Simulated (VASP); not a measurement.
# MgO (I4/mmm) in VASP: single point with HSE06

Aim: the single point of MgO with HSE06.

Program: VASP 6.6.1. These are calculated values, not measurements. Logs are shortened: lines on timing, memory, paths and dates and some standing lists are left out, and cuts for length are marked.

## (1) The cell of the first run

The structure is tetragonal, space group I4/mmm (No. 139). Conventional cell: a = 2.973 Å, b = 2.973 Å, c = 4.392 Å, α = 90.00°, β = 90.00°, γ = 90.00°. Mg (site symmetry 4/mmm) has 6 O at 2.10 to 2.20 Å within 2.8 Å. Within 2.8 Å of O (site symmetry 4/mmm) lie 6 Mg at 2.10 to 2.20 Å.

## (2) Single point, HSE06 (uniaxial x strain +4.5%)

The input, POSCAR:

```
MgO
1.0
    0.0000000000      2.1021674168      2.1021674168
    2.1959240836      0.0000000000      2.1021674168
    2.1959240836      2.1021674168      0.0000000000
Mg O
1 1
Direct
    0.0000000000      0.0000000000      0.0000000000
    0.5000000000      0.5000000000      0.5000000000
```

The input, INCAR.step1:

```
SYSTEM = MgO
ALGO = Normal ; EDIFF = 1E-5
ENCUT = 520 ; GGA = PE
ISIF = 2 ; ISMEAR = 0
LASPH = .True. ; LCHARG = .False.
LREAL = .False. ; LWAVE = .True.
NBANDS = 11 ; NELM = 80
PREC = Accurate ; SIGMA = 0.01
```

The input, INCAR.step2:

```
SYSTEM = MgO
ALGO = Normal ; EDIFF = 1E-6
ENCUT = 520 ; GGA = PE
HFSCREEN = 0.2079 ; ISIF = 2
ISMEAR = 0 ; ISTART = 1
LASPH = .True. ; LCHARG = .False.
LHFCALC = .True. ; LREAL = .False.
LWAVE = .False. ; NBANDS = 11
NELM = 80 ; PREC = Accurate
PRECFOCK = Normal ; SIGMA = 0.01
```

The input, KPOINTS:

```
k-points
0
Gamma
  8 8 8
  0 0 0
```

Potentials or basis: VASP PAW PBE potentials, release 64 (Mg, O).

Started as:

```bash
$ cat potpaw_PBE.64/Mg/POTCAR potpaw_PBE.64/O/POTCAR > POTCAR
$ cp INCAR.step1 INCAR
$ mpirun -np 1 vasp_std > vasp.out
$ cp INCAR.step2 INCAR
$ mpirun -np 1 vasp_std > vasp.out
```

OUTCAR:

```text
SYSTEM = MgO
   EDIFF = 1E-6
   ENCUT = 520
   GGA = PE
   HFSCREEN = 0.2079
   ISIF = 2
   ISMEAR = 0
   ISTART = 1
   LASPH = .True.
   LHFCALC = .True.
   LREAL = .False.
   NELM = 80
   PREC = Accurate
   PRECFOCK = Normal

 ion  position               nearest neighbor table
   1  0.000  0.000  0.000-   2 2.10   2 2.10   2 2.10   2 2.10   2 2.20   2 2.20
   2  0.500  0.500  0.500-   1 2.10   1 2.10   1 2.10   1 2.10   1 2.20   1 2.20

  LATTYP: Found a body centered tetragonal cell.
 ALAT       =     2.9729136712
 C/A-ratio  =     1.4772874873

  Lattice vectors:

 A1 = (   2.1959240836,   0.0000000000,   2.1021674168)
 A2 = (   2.1959240836,   0.0000000000,  -2.1021674168)
 A3 = (  -2.1959240836,   2.1021674168,   0.0000000000)

Analysis of symmetry for initial positions (statically):
=====================================================================
 Subroutine PRICEL returns:
 Original cell was already a primitive cell.

 Routine SETGRP: Setting up the symmetry group for a
 body centered tetragonal supercell.

 Subroutine GETGRP returns: Found 16 space group operations
 (whereof 16 operations were pure point group operations)
 out of a pool of 16 trial point group operations.

The static configuration has the point symmetry D_4h.

Analysis of symmetry for dynamics (positions and initial velocities):
=====================================================================
 Subroutine PRICEL returns:
 Original cell was already a primitive cell.

 Routine SETGRP: Setting up the symmetry group for a
 body centered tetragonal supercell.

 Subroutine GETGRP returns: Found 16 space group operations
 (whereof 16 operations were pure point group operations)
 out of a pool of 16 trial point group operations.

The dynamic configuration has the point symmetry D_4h.

 Subroutine INISYM returns: Found 16 space group operations
 (whereof 16 operations are pure point group operations),
 and found     1 'primitive' translations

----------------------------------------------------------------------------------------

                                     Primitive cell

  volume of cell :      19.4081

  direct lattice vectors                    reciprocal lattice vectors
     0.000000000  2.102167417  2.102167417    -0.227694575  0.237849753  0.237849753
     2.195924084  0.000000000  2.102167417     0.227694575 -0.237849753  0.237849753
     2.195924084  2.102167417  0.000000000     0.227694575  0.237849753 -0.237849753

  length of vectors
     2.972913671  3.039932636  3.039932636     0.406189400  0.406189400  0.406189400

  position of ions in fractional coordinates (direct lattice)
     0.000000000  0.000000000  0.000000000
     0.500000000  0.500000000  0.500000000

  ion indices of the primitive-cell ions
   primitive index   ion index
                 1           1
                 2           2

----------------------------------------------------------------------------------------

 KPOINTS: k-points

Automatic generation of k-mesh.
 Grid dimensions read from file:
 generate k-points for:    8    8    8

 Generating k-lattice:

  Cartesian coordinates                     Fractional coordinates (reciprocal lattice)
    -0.028461822  0.029731219  0.029731219     0.125000000  0.000000000  0.000000000
     0.028461822 -0.029731219  0.029731219     0.000000000  0.125000000 -0.000000000
     0.028461822  0.029731219 -0.029731219     0.000000000 -0.000000000  0.125000000

  Length of vectors
     0.050773675  0.050773675  0.050773675

  Shift w.r.t. Gamma in fractional coordinates (k-lattice)
     0.000000000  0.000000000  0.000000000

 Subroutine IBZKPT returns following result:
 ===========================================

 Found     59 irreducible k-points:

 Following reciprocal coordinates:
            Coordinates               Weight
  0.000000  0.000000  0.000000      1.000000
  0.125000 -0.000000 -0.000000      8.000000
  0.250000 -0.000000 -0.000000      8.000000
  0.375000  0.000000  0.000000      8.000000
  0.500000 -0.000000 -0.000000      4.000000
  0.125000  0.125000  0.000000      4.000000
[... 16 lines left out ...]
  0.250000  0.125000  0.125000      4.000000
  0.375000  0.125000  0.125000      8.000000
 [... further k-points ...]
   k-points           NKPTS =     59   k-points in BZ     NKDIM =    512   number of bands    NBANDS=     11
   number of dos      NEDOS =    301   number of ions     NIONS =      2
   total plane-waves  NPLWV =  13824
   dimension x,y,z NGX =    24 NGY =   24 NGZ =   24
   dimension x,y,z NGXF=    48 NGYF=   48 NGZF=   48
   ions per type =               1   1
   NGX,Y,Z   is equivalent  to a cutoff of  13.42, 13.12, 13.12 a.u.
   NGXF,Y,Z  is equivalent  to a cutoff of  26.84, 26.25, 26.25 a.u.
 SYSTEM =  MgO
   PREC   = accura    normal or accurate (medium, high low for compatibility)
   ISTART =      1    job   : 0-new  1-cont  2-samecut
   ICHARG =      0    charge: 1-file 2-atom 10-const
   ISPIN  =      1    spin polarized calculation?
   LNONCOLLINEAR =      F non collinear calculations
   LSORBIT =      F    spin-orbit coupling
   LASPH  =      T    aspherical Exc in radial PAW
   ENCUT  =  520.0 eV  38.22 Ry    6.18 a.u.   5.53  5.65  5.65*2*pi/ulx,y,z
   NELM   =     80;   NELMIN=  2; NELMDL=  0     # of ELM steps
   EDIFF  = 0.1E-05   stopping-criterion for ELM
   LREAL  =      F    real-space projection
   EDIFFG = 0.1E-04   stopping-criterion for IOM
   NSW    =      0    number of steps for IOM
   IBRION =     -1    ionic relax: 0-MD 1-quasi-New 2-CG
   NFREE  =      0    steps in history (QN), initial steepest desc. (CG)
   ISIF   =      2    stress and relaxation
   ISYM   =      3    0-nonsym 1-usesym 2-fastsym
   POTIM  = 0.5000    time-step for ionic-motion
   TEBEG  =    0.0;   TEEND  =   0.0 temperature during run
   PSTRESS=    0.0 pullay stress
   NELECT =       8.0000    total number of electrons
   NUPDOWN=      -1.0000    fix difference up-down
   EMIN   =  10.00;   EMAX   =-10.00  energy-range for DOS
   EFERMI =   0.00;   METHOD = LEGACY
   ISMEAR =     0;   SIGMA  =   0.01  broadening in eV -4-tet -1-fermi 0-gaus
   EFERMI_NEDOS =   21; number of points for ismear=-14 and -15
   IALGO  =     38    algorithm
   IMIX   =      1    mixing-type and parameters
     AMIX     =   0.40;   BMIX     =  1.00
     AMIX_MAG =   1.60;   BMIX_MAG =  1.00
  volume/ion in A,a.u.               =       9.70        65.49
  Fermi-wavevector in a.u.,A,eV,Ry     =   1.218365  2.302377 20.196679  1.484414
  Thomas-Fermi vector in A             =   2.353654
   LORBIT       =      0    0 simple, 1 ext, 2 COOP (PROOUT), +10 PAW based schemes
   GGA     = PE    functional components
   LHFCALC =     T    Hartree Fock is set to
   PRECFOCK=normal    Normal, Fast or Accurate (Low or Medium for compatibility)
   ENCUT4O =  -1.0   cutoff for four orbital integrals eV
   NKREDX  =     1    reduce k-point grid by
   NKREDY  =     1    reduce k-point grid by
   NKREDZ  =     1    reduce k-point grid by
   AEXX    =    0.2500 exact exchange contribution
   HFSCREEN=    0.2079 screening length (either q_TF or 0.3 A-1)
   HFSCREENC=   0.2079 screening length for correlation (either q_TF or 0.3 A-1)
   ENCUTFOCK=  -1.0 apply spherical cutoff to Coloumb kernel
   IVDW    =     0    specifies the selected vdW correction
   LEPSILON=     F    determine dielectric tensor
   LRPA    =     F    only Hartree local field effects (RPA)
 non-spin polarized calculation
 Gauss-broadening in eV      SIGMA  =   0.01
  energy-cutoff  :      520.00
  volume of cell :       19.41
 maximum number of plane-waves:       540
 NGX is ok and might be reduce to    24
  NGX = 18; NGY = 18; NGZ = 18

 number of electron       8.0000002 magnetization

 Free energy of the ion-electron system (eV)
  ---------------------------------------------------
  ext. energy  EPLUGINS =         0.00000000
  ---------------------------------------------------
  free energy    TOTEN  =       -14.17846353 eV

  energy without entropy =      -14.17846353  energy(sigma->0) =      -14.17846353

 E-fermi :   1.8347     XC(G=0):  -8.9542

 val. band max:        1.7505916757   @ k =   0.0000   0.0000   0.0000
 cond. band min:       7.7025410154   @ k =   0.0000   0.0000   0.0000
 fundamental gap:      5.9519493396
 Fermi energy:         1.8347200645

 k-point     1 :       0.0000    0.0000    0.0000
  band No.  band energies     occupation
      1     -16.9586      2.00000
      2       1.6314      2.00000
      3       1.6314      2.00000
      4       1.7506      2.00000
      5       7.7025      0.00000
      6      18.9040      0.00000
      7      19.3564      0.00000
      8      19.3564      0.00000
      9      23.0321      0.00000
     10      24.2269      0.00000
     11      25.6225      0.00000

 k-point     2 :       0.1250   -0.0000   -0.0000
  band No.  band energies     occupation
      1     -16.7979      2.00000
      2       0.7090      2.00000
      3       1.5394      2.00000
      4       1.5961      2.00000
      5       8.6347      0.00000
      6      17.5039      0.00000
      7      19.3791      0.00000
      8      19.7348      0.00000
      9      23.2917      0.00000
     10      24.4625      0.00000
     11      25.1778      0.00000

 k-point     3 :       0.2500   -0.0000   -0.0000
  band No.  band energies     occupation
      1     -16.3827      2.00000
      2      -1.0548      2.00000
      3       1.3190      2.00000
      4       1.3258      2.00000
      5      10.1763      0.00000
      6      15.9543      0.00000
      7      19.6722      0.00000
      8      20.3416      0.00000
      9      23.1738      0.00000
     10      23.8366      0.00000
     11      25.2660      0.00000
[... 267 lines left out ...]
 k-point    23 :       0.2500    0.1250    0.1250
  band No.  band energies     occupation
      1     -16.5402      2.00000
      2      -0.3311      2.00000
      3       1.2136      2.00000
      4       1.4701      2.00000
      5       9.7572      0.00000
      6      16.1493      0.00000
      7      19.4624      0.00000
      8      20.4357      0.00000
      9      22.7091      0.00000
     10      24.0425      0.00000
     11      26.2411      0.00000

 k-point    24 :       0.3750    0.1250    0.1250
  band No.  band energies     occupation
      1     -16.1054      2.00000
      2      -1.6842      2.00000
      3       0.6923      2.00000
      4       1.2601      2.00000
      5      11.1836      0.00000
      6      15.2878      0.00000
      7      18.8707      0.00000
      8      20.9720      0.00000
      9      22.6954      0.00000
     10      24.7413      0.00000
     11      26.3299      0.00000

 [... further k-points ...]

------------------------ aborting loop because EDIFF is reached ----------------------------------------

  FORCE on cell =-STRESS in cart. coord.  units (eV):
  Direction    XX          YY          ZZ          XY          YZ          ZX
  --------------------------------------------------------------------------------------
  -------------------------------------------------------------------------------------
  Total       -1.3345282     -0.5610440     -0.5610440      0.0000000      0.0000000     -0.0000000
  in kB     -110.1682445    -46.3154182    -46.3154182      0.0000000      0.0000000     -0.0000000
  external PRESSURE =     -67.5996937 kB  Pullay stress =       0.0000000 kB

 VOLUME and BASIS-vectors are now :
 -----------------------------------------------------------------------------
  energy-cutoff  :      520.00
  volume of cell :       19.41
      direct lattice vectors                 reciprocal lattice vectors
     0.000000000  2.102167417  2.102167417    -0.227694575  0.237849753  0.237849753
     2.195924084  0.000000000  2.102167417     0.227694575 -0.237849753  0.237849753
     2.195924084  2.102167417  0.000000000     0.227694575  0.237849753 -0.237849753

 POSITION                                       TOTAL-FORCE (eV/Angst)
 -----------------------------------------------------------------------------------
      0.00000      0.00000      0.00000         0.000000      0.000000      0.000000
      2.19592      2.10217      2.10217        -0.000000      0.000000      0.000000
 -----------------------------------------------------------------------------------
    total drift:                               -0.000073     -0.000002      0.000002

  FREE ENERGIE OF THE ION-ELECTRON SYSTEM (eV)
  ---------------------------------------------------
  free  energy   TOTEN  =       -14.1784635313 eV

  energy  without entropy=      -14.1784635313  energy(sigma->0) =      -14.17846353
```

Wall time 74 min (1 thread of Oxide Virtual Turin-like, shared host); peak memory 0.24 GiB.

What came out:

```
Free energy            : -14.1785 eV
Pressure               : -6.8 GPa
Band gap on the k mesh : 5.95 eV
```

Levels at points of the mesh, in eV from the valence-band top:
| k point | band 2 | band 3 | band 4 | band 5 | band 6 | band 7 |
| --- | --- | --- | --- | --- | --- | --- |
| (0.00, 0.00, 0.00) | -0.12 | -0.12 | 0.00 | 5.95 | 17.15 | 17.61 |
| (0.50, 0.00, 0.00) | -4.83 | -0.79 | -0.71 | 9.31 | 14.30 | 17.39 |
| (0.50, 0.50, 0.00) | -4.25 | -1.71 | -1.39 | 10.57 | 11.32 | 15.03 |
| (0.00, 0.50, 0.50) | -4.38 | -1.37 | -1.37 | 11.02 | 11.40 | 14.46 |

Caveat: the cell differs from its parent crystal (uniaxial x strain +4.5%); the stress differs along the axes, from -11 to -5 GPa; the PAW data sets were made with another functional, which shifts forces and pressure a little.
